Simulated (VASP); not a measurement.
A run of VASP 6.6.1:

File INCAR:

```
ALGO = Normal
EDIFF = 1E-6
ENCUT = 520
GGA = PE
ISIF = 2
ISMEAR = 0
LASPH = True
LCHARG = True
LELF = True
LREAL = False
LVHAR = True
LWAVE = False
NBANDS = 36
NELM = 80
PREC = Accurate
SIGMA = 0.05
```

File KPOINTS:

```
k-points
0
Gamma
  4 4 4
```

File POSCAR:

```
MgO
1.0
    5.6335409551      0.0000000000      0.0000000000
    0.0000000000      5.6335409551      0.0000000000
    0.0000000000      0.0000000000      5.6335409551
Mg O
6 6
Direct
    0.2500000000     -0.0069909459      0.5000000000
    0.0000000000      0.5089847967      0.2500000000
    0.5000000000      0.7249713367      0.0000000000
    0.7500000000     -0.0069909459      0.5000000000
    0.0000000000      0.5089847967      0.7500000000
    0.5000000000      0.2249713367      0.0000000000
    0.2500000000      0.5281695218      0.0000000000
    0.5000000000      0.0156477871      0.2500000000
    0.0000000000      0.7411761981      0.5000000000
    0.7500000000      0.5281695218      0.0000000000
    0.5000000000      0.0156477871      0.7500000000
    0.0000000000      0.2411761981      0.5000000000
```

Potentials or basis: VASP PAW PBE potentials, release 64 (Mg, O).

Run with:

```bash
$ cat potpaw_PBE.64/Mg/POTCAR potpaw_PBE.64/O/POTCAR > POTCAR
$ mpirun -np 1 vasp_std > vasp.out
```

Hardware: 1 thread of Intel(R) Xeon(R) 6975P-C (Granite Rapids), on a shared host.

Task: How long does it take, and how much memory?

Result: Run time: 100 s on 1 thread of Intel(R) Xeon(R) 6975P-C (Granite Rapids), on a shared host, peak memory 0.32 GiB. Counts: scf iterations 16, k points 27.
